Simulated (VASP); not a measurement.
Wanted: the native input for a VASP 6.6.1 run.

| Quantity | Value |
| --- | --- |
| Task | single point |
| Functional | PBE |
| Potentials or basis | VASP PAW PBE potentials, release 64 (Ta_sv_GW, O) |
| Cutoff | 600 eV |
| k mesh | 8 × 8 × 8 |
| Occupations | gaussian, width 0.1 eV |
| Spin | no spin polarisation |
| Dipole correction | no |
| Second run | valence_matched |
| Further INCAR settings | ALGO = Normal; EDIFF = 1e-06; NBANDS = 37 |

The structure of Ta4O lies in POSCAR:

```
Ta4O
1.0
    4.3940506453      0.0000000000      0.0000000000
    0.0000000000      4.3940506453      0.0000000000
    0.0000000000      0.0000000000      4.3940506453
Ta O
4 1
Direct
    0.2637447757      0.7362552243      0.2637447757
    0.7362552243      0.2637447757      0.2637447757
    0.7362552243      0.7362552243      0.7362552243
    0.2637447757      0.2637447757      0.7362552243
    0.0000000000      0.0000000000      0.0000000000
```

These files were run (other wordings do the same):

INCAR

```
SYSTEM = Ta4O
PREC = Accurate ; ENCUT = 600
EDIFF = 1E-6 ; ISMEAR = 0
SIGMA = 0.1 ; LREAL = .FALSE.
LASPH = .TRUE. ; NELM = 120
ALGO = Normal ; ISIF = 2
LWAVE = .FALSE. ; LCHARG = .FALSE.
GGA = PE ; NBANDS = 37
GGA_COMPAT = .FALSE.
```

KPOINTS

```
regular mesh
0
G
  8 8 8
  0 0 0
```

Potentials or basis: VASP PAW PBE potentials, release 64 (Ta_sv_GW, O).

The run is started by

```sh
$ cat potpaw_PBE.64/Ta_sv_GW/POTCAR potpaw_PBE.64/O/POTCAR > POTCAR
$ mpirun -np 1 vasp_std > vasp.out
```

Results of the run:

| Property | Result |
| --- | --- |
| Pressure | -0.2 GPa |
| Largest force | 0.048 eV/Å |
| Band gap on the k mesh | zero (band 29 reaches 11.32 eV, above the bottom of band 30 at 9.14 eV) |

Caveat: spin-orbit coupling is left out, which moves the levels of the heavy elements.

Run time: 99 s on 1 thread of Intel(R) Xeon(R) 6975P-C (Granite Rapids), with other jobs on the host, peak memory 0.27 GiB.
